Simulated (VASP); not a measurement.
# Pb (P6_3/mmc) in VASP: a series of runs

Runs on Pb. Level: PBEsol. Tasks: single point.

All numbers are computed with VASP 6.6.1; they aren't measurements. Logs are shortened: lines on timing, memory, paths and dates and some standing lists are left out, and cuts for length are marked.

## 1. The cell of the first run

The structure is hexagonal, space group P6_3/mmc (No. 194). Conventional cell: a = 3.220 Å, b = 3.220 Å, c = 10.542 Å, α = 90.00°, β = 90.00°, γ = 120.00°. Within 4.2 Å of Pb (site symmetry -6m2) lie 12 Pb at 3.22 to 3.23 Å. Within 4.2 Å of Pb (site symmetry -3m) lie 12 Pb at 3.22 to 3.23 Å.

## 2. Single point, PBEsol

The input, INCAR:

```
SYSTEM = Pb
PREC = Accurate ; ENCUT = 520
EDIFF = 1E-6 ; ISMEAR = -1
SIGMA = 0.05 ; LREAL = .FALSE.
LASPH = .TRUE. ; NELM = 60
ALGO = Fast ; ISIF = 2
LWAVE = .FALSE. ; LCHARG = .FALSE.
GGA = PS ; NBANDS = 36
```

The input, KPOINTS:

```
Automatic mesh
0
G
  9 9 3
  0 0 0
```

The input, POSCAR:

```
Pb
1.0
    3.2197970632      0.0000000000      0.0000000000
   -1.6098985316      2.7884260517      0.0000000000
    0.0000000000      0.0000000000     10.5415143657
Pb
4
Direct
    0.6666666667      0.3333333333      0.7500000000
    0.0000000000      0.0000000000      0.5000000000
    0.3333333333      0.6666666667      0.2500000000
    0.0000000000      0.0000000000      0.0000000000
```

Potentials or basis: VASP PAW PBE potentials, release 64 (Pb_d).

Started as:

```
$ cat potpaw_PBE.64/Pb_d/POTCAR > POTCAR
$ mpirun -np 1 vasp_std > vasp.out
```

OUTCAR:

```text
SYSTEM = Pb
   PREC = Accurate
   ENCUT = 520
   EDIFF = 1E-6
   ISMEAR = -1
   LREAL = .FALSE.
   LASPH = .TRUE.
   NELM = 60
   ISIF = 2
   GGA = PS

 ion  position               nearest neighbor table
   1  0.667  0.333  0.750-   2 3.23   4 3.23   2 3.23   4 3.23   2 3.23   4 3.23
   2  0.000  0.000  0.500-   1 3.23   3 3.23   3 3.23   1 3.23   1 3.23   3 3.23
   3  0.333  0.667  0.250-   2 3.23   4 3.23   2 3.23   4 3.23   2 3.23   4 3.23
   4  0.000  0.000  0.000-   1 3.23   3 3.23   3 3.23   1 3.23   1 3.23   3 3.23

  LATTYP: Found a hexagonal cell.
 ALAT       =     3.2197970632
 C/A-ratio  =     3.2739685635

  Lattice vectors:

 A1 = (   3.2197970632,   0.0000000000,   0.0000000000)
 A2 = (  -1.6098985316,   2.7884260517,   0.0000000000)
 A3 = (   0.0000000000,   0.0000000000,  10.5415143657)

Analysis of symmetry for initial positions (statically):
=====================================================================
 Subroutine PRICEL returns:
 Original cell was already a primitive cell.

 Routine SETGRP: Setting up the symmetry group for a
 hexagonal supercell.

 Subroutine GETGRP returns: Found 24 space group operations
 (whereof 12 operations were pure point group operations)
 out of a pool of 24 trial point group operations.

The static configuration has the point symmetry D_3d.
 The point group associated with its full space group is D_6h.

Analysis of symmetry for dynamics (positions and initial velocities):
=====================================================================
 Subroutine PRICEL returns:
 Original cell was already a primitive cell.

 Routine SETGRP: Setting up the symmetry group for a
 hexagonal supercell.

 Subroutine GETGRP returns: Found 24 space group operations
 (whereof 12 operations were pure point group operations)
 out of a pool of 24 trial point group operations.

The dynamic configuration has the point symmetry D_3d.
 The point group associated with its full space group is D_6h.

 Subroutine INISYM returns: Found 24 space group operations
 (whereof 12 operations are pure point group operations),
 and found     1 'primitive' translations

----------------------------------------------------------------------------------------

                                     Primitive cell

  volume of cell :      94.6435

  direct lattice vectors                    reciprocal lattice vectors
     3.219797063  0.000000000  0.000000000     0.310578580  0.179312627  0.000000000
    -1.609898532  2.788426052  0.000000000     0.000000000  0.358625254  0.000000000
     0.000000000  0.000000000 10.541514366     0.000000000  0.000000000  0.094863031

  length of vectors
     3.219797063  3.219797063 10.541514366     0.358625254  0.358625254  0.094863031

  position of ions in fractional coordinates (direct lattice)
     0.666666667  0.333333333  0.750000000
     0.000000000  0.000000000  0.500000000
     0.333333333  0.666666667  0.250000000
     0.000000000  0.000000000  0.000000000

  ion indices of the primitive-cell ions
   primitive index   ion index
                 1           1
                 2           2
                 3           3
                 4           4

----------------------------------------------------------------------------------------

 KPOINTS: Automatic mesh

Automatic generation of k-mesh.
 Grid dimensions read from file:
 generate k-points for:    9    9    3

 Generating k-lattice:

  Cartesian coordinates                     Fractional coordinates (reciprocal lattice)
     0.034508731  0.019923625  0.000000000     0.111111111  0.000000000  0.000000000
     0.000000000  0.039847250  0.000000000     0.000000000  0.111111111  0.000000000
     0.000000000  0.000000000  0.031621010     0.000000000  0.000000000  0.333333333

  Length of vectors
     0.039847250  0.039847250  0.031621010

  Shift w.r.t. Gamma in fractional coordinates (k-lattice)
     0.000000000  0.000000000  0.000000000

 Subroutine IBZKPT returns following result:
 ===========================================

 Found     24 irreducible k-points:

 Following reciprocal coordinates:
            Coordinates               Weight
  0.000000  0.000000  0.000000      1.000000
  0.111111  0.000000  0.000000      6.000000
  0.222222 -0.000000  0.000000      6.000000
  0.333333 -0.000000  0.000000      6.000000
  0.444444 -0.000000  0.000000      6.000000
  0.111111  0.111111  0.000000      6.000000
[... 16 lines left out ...]
  0.333333  0.222222  0.333333     24.000000
  0.333333  0.333333  0.333333      4.000000
   k-points           NKPTS =     24   k-points in BZ     NKDIM =     24   number of bands    NBANDS=     36
   number of dos      NEDOS =    301   number of ions     NIONS =      4
   total plane-waves  NPLWV =  46080
   dimension x,y,z NGX =    24 NGY =   24 NGZ =   80
   dimension x,y,z NGXF=    48 NGYF=   48 NGZF=  160
   ions per type =               4
   NGX,Y,Z   is equivalent  to a cutoff of  12.39, 12.39, 12.62 a.u.
   NGXF,Y,Z  is equivalent  to a cutoff of  24.78, 24.78, 25.23 a.u.
 SYSTEM =  Pb
   PREC   = accura    normal or accurate (medium, high low for compatibility)
   ISTART =      0    job   : 0-new  1-cont  2-samecut
   ICHARG =      2    charge: 1-file 2-atom 10-const
   ISPIN  =      1    spin polarized calculation?
   LNONCOLLINEAR =      F non collinear calculations
   LSORBIT =      F    spin-orbit coupling
   LASPH  =      T    aspherical Exc in radial PAW
   ENCUT  =  520.0 eV  38.22 Ry    6.18 a.u.   5.99  5.99 19.60*2*pi/ulx,y,z
   NELM   =     60;   NELMIN=  2; NELMDL= -5     # of ELM steps
   EDIFF  = 0.1E-05   stopping-criterion for ELM
   LREAL  =      F    real-space projection
   EDIFFG = 0.1E-04   stopping-criterion for IOM
   NSW    =      0    number of steps for IOM
   IBRION =     -1    ionic relax: 0-MD 1-quasi-New 2-CG
   NFREE  =      0    steps in history (QN), initial steepest desc. (CG)
   ISIF   =      2    stress and relaxation
   ISYM   =      2    0-nonsym 1-usesym 2-fastsym
   POTIM  = 0.5000    time-step for ionic-motion
   TEBEG  =    0.0;   TEEND  =   0.0 temperature during run
   PSTRESS=    0.0 pullay stress
   NELECT =      56.0000    total number of electrons
   NUPDOWN=      -1.0000    fix difference up-down
   EMIN   =  10.00;   EMAX   =-10.00  energy-range for DOS
   EFERMI =   0.00;   METHOD = LEGACY
   ISMEAR =    -1;   SIGMA  =   0.05  broadening in eV -4-tet -1-fermi 0-gaus
   EFERMI_NEDOS =   21; number of points for ismear=-14 and -15
   IALGO  =     68    algorithm
   IMIX   =      4    mixing-type and parameters
     AMIX     =   0.40;   BMIX     =  1.00
     AMIX_MAG =   1.60;   BMIX_MAG =  1.00
  volume/ion in A,a.u.               =      23.66       159.67
  Fermi-wavevector in a.u.,A,eV,Ry     =   1.374381  2.597204 25.700377  1.888924
  Thomas-Fermi vector in A             =   2.499813
   LORBIT       =      0    0 simple, 1 ext, 2 COOP (PROOUT), +10 PAW based schemes
   GGA     = PS    functional components
   LHFCALC =     F    Hartree Fock is set to
   AEXX    =    0.0000 exact exchange contribution
   IVDW    =     0    specifies the selected vdW correction
   LEPSILON=     F    determine dielectric tensor
   LRPA    =     F    only Hartree local field effects (RPA)
 non-spin polarized calculation
 RMM-DIIS sequential band-by-band and
  energy-cutoff  :      520.00
  volume of cell :       94.64
 maximum number of plane-waves:      2592
 NGX is ok and might be reduce to    24
   NGX = 11   NGY = 11   NGZ = 39

 number of electron      55.9999989 magnetization

 Free energy of the ion-electron system (eV)
  ---------------------------------------------------
  ext. energy  EPLUGINS =         0.00000000
  ---------------------------------------------------
  free energy    TOTEN  =       -14.78892767 eV

  energy without entropy =      -14.78127708  energy(sigma->0) =      -14.78510238

 E-fermi :  10.3279     XC(G=0): -11.5940

 val. band max:       10.2301682094   @ k =   0.2222   0.1111   0.0000
 cond. band min:      10.3953808067   @ k =   0.2222   0.2222   0.0000
 fundamental gap:      0.1652125973
 Fermi energy:        10.3279230388

 k-point     1 :       0.0000    0.0000    0.0000
  band No.  band energies     occupation
      1      -7.2179      2.00000
      2      -7.1473      2.00000
      3      -7.0953      2.00000
      4      -7.0651      2.00000
      5      -7.0651      2.00000
      6      -7.0647      2.00000
[... 28 lines left out ...]
     35      19.6445      0.00000
     36      19.8150      0.00000

 k-point     2 :       0.1111    0.0000    0.0000
  band No.  band energies     occupation
      1      -7.1839      2.00000
      2      -7.1463      2.00000
      3      -7.0868      2.00000
      4      -7.0697      2.00000
      5      -7.0680      2.00000
      6      -7.0399      2.00000
[... 28 lines left out ...]
     35      19.0812      0.00000
     36      19.1399      0.00000

 k-point     3 :       0.2222   -0.0000    0.0000
  band No.  band energies     occupation
      1      -7.2371      2.00000
      2      -7.1782      2.00000
      3      -7.1392      2.00000
      4      -7.0760      2.00000
      5      -7.0557      2.00000
      6      -6.9899      2.00000
[... 28 lines left out ...]
     35      17.6903      0.00000
     36      18.1929      0.00000
[... 742 lines left out ...]
 k-point    23 :       0.3333    0.2222    0.3333
  band No.  band energies     occupation
      1      -7.2309      2.00000
      2      -7.2178      2.00000
      3      -7.1279      2.00000
      4      -7.1139      2.00000
      5      -7.0700      2.00000
      6      -7.0596      2.00000
[... 28 lines left out ...]
     35      14.5484      0.00000
     36      15.4654      0.00000

 k-point    24 :       0.3333    0.3333    0.3333
  band No.  band energies     occupation
      1      -7.2142      2.00000
      2      -7.2142      2.00000
      3      -7.1427      2.00000
      4      -7.0697      2.00000
      5      -6.9992      2.00000
      6      -6.9992      2.00000
[... 28 lines left out ...]
     35      13.7677      0.00000
     36      15.0459      0.00000

------------------------ aborting loop because EDIFF is reached ----------------------------------------

  FORCE on cell =-STRESS in cart. coord.  units (eV):
  Direction    XX          YY          ZZ          XY          YZ          ZX
  --------------------------------------------------------------------------------------
  -------------------------------------------------------------------------------------
  Total       11.7422529     11.7422529     11.7371790      0.0000000      0.0000000      0.0000000
  in kB      198.7794006    198.7794006    198.6935072      0.0000000      0.0000000      0.0000000
  external PRESSURE =     198.7507695 kB  Pullay stress =       0.0000000 kB

 VOLUME and BASIS-vectors are now :
 -----------------------------------------------------------------------------
  energy-cutoff  :      520.00
  volume of cell :       94.64
      direct lattice vectors                 reciprocal lattice vectors
     3.219797063  0.000000000  0.000000000     0.310578580  0.179312627  0.000000000
    -1.609898532  2.788426052  0.000000000     0.000000000  0.358625254  0.000000000
     0.000000000  0.000000000 10.541514366     0.000000000  0.000000000  0.094863031

 POSITION                                       TOTAL-FORCE (eV/Angst)
 -----------------------------------------------------------------------------------
      1.60990      0.92948      7.90614         0.000000     -0.000000      0.000000
      0.00000      0.00000      5.27076         0.000000      0.000000     -0.000000
     -0.00000      1.85895      2.63538        -0.000000      0.000000      0.000000
      0.00000      0.00000      0.00000         0.000000      0.000000     -0.000000
 -----------------------------------------------------------------------------------
    total drift:                               -0.000000      0.000000     -0.000000

  FREE ENERGIE OF THE ION-ELECTRON SYSTEM (eV)
  ---------------------------------------------------
  free  energy   TOTEN  =       -14.7889276742 eV

  energy  without entropy=      -14.7812770786  energy(sigma->0) =      -14.78510238
```

Wall time 95 s (1 thread of Intel Xeon Platinum 8259CL at 2.50GHz (Skylake/Cascade Lake), shared host); peak memory 0.22 GiB.

Results:

| Item | Value |
| --- | --- |
| Free energy | -14.7889 eV |
| Pressure | 19.9 GPa |
| Band gap on the k mesh | zero (band 28 reaches 17.47 eV, above the bottom of band 29 at 7.44 eV) |

Levels at points of the mesh, in eV from the Fermi level:
```tsv
k point	band 25	band 26	band 27	band 28	band 29	band 30	band 31	band 32
(0.00, 0.00, 0.00)	-5.70	1.08	1.08	7.00	7.00	8.12	8.12	8.12
```

Caveat: the PAW data sets were made with another functional, which shifts forces and pressure a little; spin-orbit coupling is left out, which moves the levels of the heavy elements.

## 3. Single point, PBEsol

This run uses another cell than the first one, of 25.85 Å³/atom, 1.093 times its volume.

The input, INCAR:

```
SYSTEM = Pb
PREC = Accurate
ENCUT = 520
EDIFF = 1E-6
ISMEAR = -1
SIGMA = 0.05
LREAL = .FALSE.
LASPH = .TRUE.
NELM = 100
ALGO = Normal
ISIF = 2
LWAVE = .FALSE.
LCHARG = .FALSE.
GGA = PS
NBANDS = 36
```

KPOINTS is that of step 2.

The input, POSCAR:

```
Pb
1.0
    3.3154075690      0.0000000000      0.0000000000
   -1.6577037845      2.8712271786      0.0000000000
    0.0000000000      0.0000000000     10.8630433975
Pb
4
Direct
    0.6666666667      0.3333333333      0.7500000000
    0.0000000000      0.0000000000      0.5000000000
    0.3333333333      0.6666666667      0.2500000000
    0.0000000000      0.0000000000      0.0000000000
```

Potentials or basis: VASP PAW PBE potentials, release 64 (Pb_d).

Started as:

```
$ cat potpaw_PBE.64/Pb_d/POTCAR > POTCAR
$ mpirun -np 1 vasp_std > vasp.out
```

It took 95 s on 1 thread of Intel Xeon Platinum 8259CL at 2.50GHz (Skylake/Cascade Lake), shared host; peak memory 0.26 GiB.

Results (log left out):

| Property | Result |
| --- | --- |
| Free energy | -15.5886 eV |
| Pressure | 9.9 GPa |
| Band gap on the k mesh | zero (band 28 reaches 15.70 eV, above the bottom of band 29 at 6.50 eV) |

Levels at points of the mesh, in eV from the Fermi level:
```tsv
k point	band 25	band 26	band 27	band 28	band 29	band 30	band 31	band 32
(0.00, 0.00, 0.00)	-5.13	0.93	0.93	6.49	6.49	7.48	7.48	7.52
```

Caveat: the PAW data sets were made with another functional, which shifts forces and pressure a little; spin-orbit coupling is left out, which moves the levels of the heavy elements.
